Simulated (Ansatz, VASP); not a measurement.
**Two plane-wave programs on TiNi**

```xyz
2
Lattice="2.9410 0.0000 0.0000 0.0000 2.9410 0.0000 0.0000 0.0000 2.9410" Properties=species:S:1:pos:R:3 pbc="T T T"
Ti    1.4705    1.4705    1.4705
Ni    0.0000    0.0000    0.0000
```

Alike in both runs: functional LDA; k mesh 8 × 8 × 8; occupations fermi-dirac, width 0.15 eV; collinear spin.

Ansatz relaxed the structure, and its values are those at the end. VASP's run is a single point on that final structure, the one shown.

|  | VASP | Ansatz |
| --- | --- | --- |
| version | VASP 6.6.1 | Ansatz 0.2.0 |
| potentials or method | VASP PAW LDA potentials, release 64 (Ti_sv, Ni), cutoff 520 eV | plane waves, PAW |
| valence electrons in the cell | 22 | 30 |

```csv
,VASP,Ansatz,Ansatz less VASP
pressure (GPa),0.0,0.0,-0.02
net moment per atom (μB),0.00,0.00,0.000
```

LDA's correlation is that of Perdew and Zunger in VASP and of Perdew and Wang (1992) in Ansatz. VASP's potentials hold 22 valence electrons a cell and Ansatz's 30, so a difference there can come from the potentials and not from the codes. Ansatz's warnings: seeded moment not kept.
